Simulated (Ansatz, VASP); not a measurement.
**Two plane-wave programs on Pt**

```xyz
2
Lattice="2.7252 0.0000 0.0000 -1.3626 2.3601 0.0000 0.0000 0.0000 4.9423" Properties=species:S:1:pos:R:3 pbc="T T T"
Pt    1.3626    0.7867    3.7067
Pt    0.0000    1.5734    1.2356
```

Alike in both runs: task single point; functional PBEsol; k mesh 18 × 18 × 10; occupations gaussian, width 0.15 eV; no spin polarisation.

|  | VASP | Ansatz |
| --- | --- | --- |
| version | VASP 6.6.1 | Ansatz 0.2.0 |
| potentials or method | VASP PAW PBE potentials, release 64 (Pt), cutoff 520 eV | scalar-relativistic, plane waves, PAW |
| valence electrons in the cell | 20 | 36 |

Ansatz gave:

| Item | Value |
| --- | --- |
| gap on the k mesh at the Fermi level (eV) | none |
| pressure (GPa) | -10.3 |
| traceless stress, the component that is largest in VASP (GPa) | -5.35 |

**Question.** Which values does VASP return?

**Answer.** gap on the k mesh at the Fermi level (eV): none; pressure (GPa): -10.7; traceless stress, the component that is largest in VASP (GPa): -5.44.

VASP's potentials were made for PBE, not for PBEsol. A gap of «none» marks a metal or a gap that the smearing closes. With one functional, cell and mesh, what is left measures potentials, basis and numerics. VASP's potentials hold 20 valence electrons a cell and Ansatz's 36, so a difference there can come from the potentials and not from the codes.

Neither program's run includes spin-orbit coupling.
